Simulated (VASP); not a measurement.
**CdS (Hawleyite): single point with r2SCAN**

The system is CdS (Hawleyite).

```
Cd S
1.0
     2.88279    2.88279    0.00000
    -2.88279    2.88279    0.00000
     0.00000    2.88279    2.88279
Cd S
1 1
Direct
  0.00000 0.00000 0.00000
  0.75000 0.25000 0.50000
```

* Program: VASP 6.6.1
* Task: single point
* Functional: r2SCAN
* Potentials or basis: VASP PAW PBE potentials, release 64 (Cd, S)
* Cutoff: 520 eV
* k mesh: 8 × 8 × 8
* Occupations: gaussian, width 0.01 eV
* Spin: no spin polarisation
* Dipole correction: no
* Further INCAR settings: ALGO = Normal; EDIFF = 1e-06; NBANDS = 16

```json
{
 "Pressure": "4.4 GPa",
 "Band gap on the k mesh": "1.67 eV, direct"
}
```

Levels at points of the mesh, in eV from the valence-band top:
| k point | band 6 | band 7 | band 8 | band 9 | band 10 | band 11 | band 12 | band 13 |
| --- | --- | --- | --- | --- | --- | --- | --- | --- |
| (0.00, 0.00, 0.00) | -7.54 | 0.00 | 0.00 | 0.00 | 1.67 | 7.06 | 7.06 | 7.06 |
| (0.50, 0.00, 0.00) | -7.12 | -4.70 | -0.82 | -0.82 | 3.53 | 7.48 | 7.48 | 8.01 |
| (0.50, 0.50, 0.00) | -7.05 | -4.14 | -2.06 | -2.06 | 3.78 | 4.79 | 9.98 | 11.77 |

Run time: 44 s on 1 thread of Intel(R) Xeon(R) 6975P-C (Granite Rapids), with other jobs on the host, peak memory 0.18 GiB.

Caveat: the PAW data sets were made with another functional, which shifts forces and pressure a little. r2SCAN opens gaps a little over a GGA but as a rule still falls short of measured ones.
